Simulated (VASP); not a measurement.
# AgPd4 in VASP: single point with PBE

Aim: the single point of AgPd4 with PBE.

All numbers are computed with VASP 6.6.1; they aren't measurements. Logs are shortened: lines on timing, memory, paths and dates and some standing lists are left out, and cuts for length are marked.

## (1) The cell of the first run

The cell holds a slab with vacuum, 5 atoms: a = 2.789 Å, b = 2.789 Å, c = 23.888 Å, α = 90.00°, β = 90.00°, γ = 90.00°.

## (2) Single point, PBE

INCAR

```
SYSTEM = AgPd4
PREC     = Accurate       ! precision mode
ENCUT    = 520            ! plane-wave cutoff, eV
EDIFF    = 1E-6           ! SCF threshold, eV
ISMEAR   = -1             ! smearing method
SIGMA    = 0.05           ! smearing width, eV
LREAL    = .FALSE.        ! projectors in reciprocal space
LASPH    = .TRUE.         ! aspherical terms in the spheres
NELM     = 100            ! most SCF steps
ALGO     = Normal         ! electronic algorithm
ISIF     = 2              ! what is computed and relaxed
LWAVE    = .FALSE.        ! write WAVECAR
LCHARG   = .FALSE.        ! write CHGCAR
LDIPOL   = .TRUE.       
IDIPOL   = 3            
DIPOL    = 0.5 0.5 0.500
GGA      = PE             ! functional
NBANDS   = 34             ! bands
```

KPOINTS

```
Automatic mesh
0
G
  12 12 1
  0 0 0
```

POSCAR

```
AgPd4
1.0
    2.7888697457      0.0000000000      0.0000000000
    0.0000000000      2.7888697457      0.0000000000
    0.0000000000      0.0000000000     23.8881000000
Ag Pd
1 4
Direct
    0.0000000000      0.0000000000      0.3368137274
    0.5000000000      0.5000000000      0.4180431711
    0.0000000000      0.0000000000      0.5000000001
    0.5000000000      0.5000000000      0.5819568293
    0.0000000000      0.0000000000      0.6631862723
```

Potentials or basis: VASP PAW PBE potentials, release 64 (Ag, Pd).

Launch:

```sh
$ cat potpaw_PBE.64/Ag/POTCAR potpaw_PBE.64/Pd/POTCAR > POTCAR
$ mpirun -np 1 vasp_std > vasp.out
```

OUTCAR:

```text
SYSTEM = AgPd4
   PREC = Accurate
   ENCUT = 520
   EDIFF = 1E-6
   ISMEAR = -1
   LREAL = .FALSE.
   LASPH = .TRUE.
   NELM = 100
   ISIF = 2
   GGA = PE

 ion  position               nearest neighbor table
   1  0.000  0.000  0.337-   2 2.77   2 2.77   2 2.77   2 2.77
   2  0.500  0.500  0.418-   1 2.77   1 2.77   1 2.77   1 2.77   3 2.78   3 2.78   3 2.78   3 2.78

   3  0.000  0.000  0.500-   2 2.78   2 2.78   2 2.78   2 2.78   4 2.78   4 2.78   4 2.78   4 2.78

   4  0.500  0.500  0.582-   5 2.77   5 2.77   5 2.77   5 2.77   3 2.78   3 2.78   3 2.78   3 2.78

   5  0.000  0.000  0.663-   4 2.77   4 2.77   4 2.77   4 2.77

  LATTYP: Found a simple tetragonal cell.
 ALAT       =     2.7888697457
 C/A-ratio  =     8.5655129777

  Lattice vectors:

 A1 = (   2.7888697457,   0.0000000000,   0.0000000000)
 A2 = (   0.0000000000,   2.7888697457,   0.0000000000)
 A3 = (   0.0000000000,   0.0000000000,  23.8881000000)

Analysis of symmetry for initial positions (statically):
=====================================================================
 Subroutine PRICEL returns:
 Original cell was already a primitive cell.

 Routine SETGRP: Setting up the symmetry group for a
 simple tetragonal supercell.

 Subroutine GETGRP returns: Found  8 space group operations
 (whereof  8 operations were pure point group operations)
 out of a pool of 16 trial point group operations.

The static configuration has the point symmetry C_4v.

Analysis of symmetry for dynamics (positions and initial velocities):
=====================================================================
 Subroutine PRICEL returns:
 Original cell was already a primitive cell.

 Routine SETGRP: Setting up the symmetry group for a
 simple tetragonal supercell.

 Subroutine GETGRP returns: Found  8 space group operations
 (whereof  8 operations were pure point group operations)
 out of a pool of 16 trial point group operations.

The dynamic configuration has the point symmetry C_4v.

 Subroutine INISYM returns: Found  8 space group operations
 (whereof  8 operations are pure point group operations),
 and found     1 'primitive' translations

----------------------------------------------------------------------------------------

                                     Primitive cell

  volume of cell :     185.7967

  direct lattice vectors                    reciprocal lattice vectors
     2.788869746  0.000000000  0.000000000     0.358568198  0.000000000  0.000000000
     0.000000000  2.788869746  0.000000000     0.000000000  0.358568198  0.000000000
     0.000000000  0.000000000 23.888100000     0.000000000  0.000000000  0.041861848

[... 101 lines left out ...]
   NUPDOWN=      -1.0000    fix difference up-down
   EMIN   =  10.00;   EMAX   =-10.00  energy-range for DOS
   EFERMI =   0.00;   METHOD = LEGACY
   ISMEAR =    -1;   SIGMA  =   0.05  broadening in eV -4-tet -1-fermi 0-gaus
   EFERMI_NEDOS =   21; number of points for ismear=-14 and -15
   IALGO  =     38    algorithm
   IMIX   =      4    mixing-type and parameters
     AMIX     =   0.40;   BMIX     =  1.00
     AMIX_MAG =   1.60;   BMIX_MAG =  1.00
  volume/ion in A,a.u.               =      37.16       250.76
  Fermi-wavevector in a.u.,A,eV,Ry     =   1.063944  2.010563 15.401487  1.131977
  Thomas-Fermi vector in A             =   2.199446
   LORBIT       =      0    0 simple, 1 ext, 2 COOP (PROOUT), +10 PAW based schemes
   GGA     = PE    functional components
   LHFCALC =     F    Hartree Fock is set to
   AEXX    =    0.0000 exact exchange contribution
   IVDW    =     0    specifies the selected vdW correction
   LEPSILON=     F    determine dielectric tensor
   LRPA    =     F    only Hartree local field effects (RPA)
 non-spin polarized calculation
  energy-cutoff  :      520.00
  volume of cell :      185.80
 maximum number of plane-waves:      5041
 NGX is ok and might be reduce to    24
   NGX = 11   NGY = 11   NGZ = 89

 dipolmoment           0.000000      0.000000     -0.071255 electrons x Angstroem

 number of electron      51.0000017 magnetization

 dipolmoment           0.000000      0.000000      0.029122 electrons x Angstroem

 Free energy of the ion-electron system (eV)
  ---------------------------------------------------
  ext. energy  EPLUGINS =         0.00000000
  ---------------------------------------------------
  free energy    TOTEN  =       -22.50700973 eV

  energy without entropy =      -22.43260499  energy(sigma->0) =      -22.46980736

 E-fermi :   1.0536     XC(G=0):  -6.0714

 val. band max:        1.0486832244   @ k =   0.3333   0.2500   0.0000
 cond. band min:       1.0625788864   @ k =   0.5000   0.3333   0.0000
 fundamental gap:      0.0138956620
 Fermi energy:         1.0535664536

 k-point     1 :       0.0000    0.0000    0.0000
  band No.  band energies     occupation
      1      -5.5865      2.00000
      2      -4.7516      2.00000
      3      -4.4278      2.00000
      4      -4.3112      2.00000
      5      -3.8306      2.00000
      6      -3.5353      2.00000
[... 877 lines left out ...]
     33       9.3704      0.00000
     34      10.3880      0.00000

 [... further k-points ...]

------------------------ aborting loop because EDIFF is reached ----------------------------------------

 vacuum level on the upper side and lower side of the slab       (xc-potential included)         0.181        -0.500

  FORCE on cell =-STRESS in cart. coord.  units (eV):
  Direction    XX          YY          ZZ          XY          YZ          ZX
  --------------------------------------------------------------------------------------
  -------------------------------------------------------------------------------------
  Total        0.0757684      0.0757684      1.4690382      0.0000000      0.0000000     -0.0000000
  in kB        0.6533722      0.6533722     12.6679288      0.0000000      0.0000000     -0.0000000
  external PRESSURE =       4.6582244 kB  Pullay stress =       0.0000000 kB

 VOLUME and BASIS-vectors are now :
 -----------------------------------------------------------------------------
  energy-cutoff  :      520.00
  volume of cell :      185.80
      direct lattice vectors                 reciprocal lattice vectors
     2.788869746  0.000000000  0.000000000     0.358568198  0.000000000  0.000000000
     0.000000000  2.788869746  0.000000000     0.000000000  0.358568198  0.000000000
     0.000000000  0.000000000 23.888100000     0.000000000  0.000000000  0.041861848

 POSITION                                       TOTAL-FORCE (eV/Angst)
 -----------------------------------------------------------------------------------
      0.00000      0.00000      8.04584         0.000000     -0.000000     -0.548160
      1.39443      1.39443      9.98626         0.000000     -0.000000      0.376476
      0.00000      0.00000     11.94405         0.000000     -0.000000      0.118628
      1.39443      1.39443     13.90184         0.000000      0.000000      0.052071
      0.00000      0.00000     15.84226         0.000000     -0.000000      0.000985
 -----------------------------------------------------------------------------------
    total drift:                                0.000000      0.000000     -0.000207

  FREE ENERGIE OF THE ION-ELECTRON SYSTEM (eV)
  ---------------------------------------------------
  free  energy   TOTEN  =       -22.5070097314 eV

  energy  without entropy=      -22.4326049925  energy(sigma->0) =      -22.46980736

 vacuum level on the upper side and lower side of the slab         5.991         5.293
```

stdout:

```text
POSCAR found type information on POSCAR AgPd
 POSCAR found :  2 types and       5 ions
 scaLAPACK will be used
 LDA part: xc-table for (Slater+PW92), standard interpolation
 POSCAR, INCAR and KPOINTS ok, starting setup
 FFT: planning ... GRIDC
 FFT: planning ... GRID_SOFT
 FFT: planning ... GRID
 WAVECAR not read
 entering main loop
```

Run time: 6.2 min. Hardware: 1 thread of AMD EPYC 7R13 (Zen 3), shared host; peak memory 0.37 GiB.

What came out:

* Free energy: -22.5070 eV
* Largest force: 0.548 eV/Å
* Band gap on the k mesh: zero (an odd number of electrons rules out a gap without spin polarisation)

Forces in eV/Å, atoms in the order of the input:
```
Ag   0.000  0.000 -0.548
Pd   0.000  0.000  0.376
Pd   0.000  0.000  0.119
Pd   0.000  0.000  0.052
Pd   0.000  0.000  0.001
```
